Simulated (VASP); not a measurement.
Runs of VASP 6.6.1 on TiSi. The structure is that of space group Cmmm (No. 65), or close to it. The cells are those of the table. 

| cell | gap on the mesh (eV) | pressure (GPa) |
| --- | --- | --- |
| a = 2.873, b = 2.873, c = 3.747 Å, angles 90.0, 90.0, 98.8°, 2 atoms | none | -6.0 |
| a = 2.873, b = 2.873, c = 3.804 Å, angles 90.0, 90.0, 98.8°, 2 atoms | none | (a) |
| a = 2.790, b = 2.790, c = 3.861 Å, angles 90.0, 90.0, 98.8°, 2 atoms | none | -3.7 |
| a = 2.706, b = 2.706, c = 3.690 Å, angles 90.0, 90.0, 98.8°, 2 atoms | none | 13.6 |
| a = 2.706, b = 2.706, c = 3.804 Å, angles 90.0, 90.0, 98.8°, 2 atoms | none | 7.3 |
| a = 2.790, b = 2.790, c = 3.747 Å, angles 90.0, 90.0, 98.8°, 2 atoms | none | (c) |
| a = 2.790, b = 2.790, c = 3.690 Å, angles 90.0, 90.0, 98.8°, 2 atoms | none | 3.7 |
| a = 2.832, b = 2.832, c = 3.918 Å, angles 90.0, 90.0, 98.8°, 2 atoms | none | -8.9 |
| a = 2.748, b = 2.748, c = 3.918 Å, angles 90.0, 90.0, 98.8°, 2 atoms | none | (b) |
| a = 2.748, b = 2.748, c = 3.804 Å, angles 90.0, 90.0, 98.8°, 2 atoms | none | 2.6 |
| a = 2.873, b = 2.873, c = 3.918 Å, angles 90.0, 90.0, 98.8°, 2 atoms | none | (d) |
| a = 2.832, b = 2.832, c = 3.690 Å, angles 90.0, 90.0, 98.8°, 2 atoms | none | -0.3 |

Alike in all rows: task single point; level r2SCAN; potentials or basis VASP PAW PBE potentials, release 64 (Ti_sv, Si); no spin polarisation; k mesh 18 × 18 × 12; cutoff (eV) 520; smearing gaussian 0.15 eV.

Estimate the missing entries.

(a) -8.0; (b) -2.2; (c) 1.0; (d) -11.5.

Caveats: the PAW data sets were made with another functional, which shifts forces and pressure a little.

A gap of «none» marks levels without a gap at the run's occupations.
